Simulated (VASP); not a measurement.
# MgO: single point with LDA

MgO:

```
CELL_PARAMETERS angstrom
0.00000 2.07962 2.07962
2.07962 0.00000 2.07962
2.07962 2.07962 0.00000
ATOMIC_POSITIONS crystal
Mg 0.00000 0.00000 0.00000
O 0.50000 0.50000 0.50000
```

```json
{
  "Program": "VASP 6.6.1",
  "Task": "single point",
  "Functional": "LDA",
  "Potentials or basis": "VASP PAW LDA potentials, release 64 (Mg, O)",
  "Cutoff": "520 eV",
  "k mesh": "10 × 10 × 10",
  "Occupations": "fermi-dirac, width 0.02 eV",
  "Spin": "no spin polarisation",
  "Dipole correction": "no",
  "Further INCAR settings": "ALGO = Normal; EDIFF = 1e-06; NBANDS = 11"
}
```

```json
{
  "Pressure": "-1.7 GPa",
  "Band gap on the k mesh": "5.03 eV, direct"
}
```

Levels at points of the mesh, in eV from the valence-band top:
| k point | band 1 | band 2 | band 3 | band 4 | band 5 | band 6 | band 7 | band 8 | band 9 |
| --- | --- | --- | --- | --- | --- | --- | --- | --- | --- |
| (0.00, 0.00, 0.00) | -17.21 | 0.00 | 0.00 | 0.00 | 5.03 | 15.73 | 15.73 | 15.73 | 19.86 |
| (0.50, 0.00, 0.00) | -15.75 | -4.87 | -0.71 | -0.71 | 7.97 | 12.83 | 16.39 | 16.39 | 21.13 |
| (0.50, 0.50, 0.00) | -15.47 | -4.31 | -1.43 | -1.43 | 8.92 | 10.12 | 13.30 | 19.21 | 19.21 |

It took 8.6 s on 1 thread of AMD EPYC 9R45 (Zen 5) (shared host), peak memory 0.1 GiB.
